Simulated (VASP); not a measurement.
The system is BN.

```
N B
1.0
     0.00000    1.84856    1.84856
     1.84856    0.00000    1.84856
     1.84856    1.84856    0.00000
N B
1 1
Direct
  0.25000 0.25000 0.25000
  0.00000 0.00000 0.00000
```

Base run:

```yaml
Program: VASP 6.6.1
Functional: PBE
Potentials_or_basis: VASP PAW PBE potentials, release 64 (N, B)
Cutoff: 520 eV
k_mesh: 13 × 13 × 13
Occupations: fermi-dirac, width 0.05 eV
Spin: no spin polarisation
```

Its results: band gap on the k mesh 4.45 eV, indirect (least direct gap 8.50 eV); pressure -19.7 GPa.

Task: The run is repeated on the same cell with these changes: functional from PBE to PBEsol. What comes out?

Result: Band gap on the k mesh 4.27 eV, indirect (least direct gap 8.45 eV); pressure -24.9 GPa.

PBEsol binds more tightly than PBE, so the same cell stands under less pressure.

Caveats: the PAW data sets were made with another functional, which shifts forces and pressure a little (some runs).

A k mesh can miss the band edges.
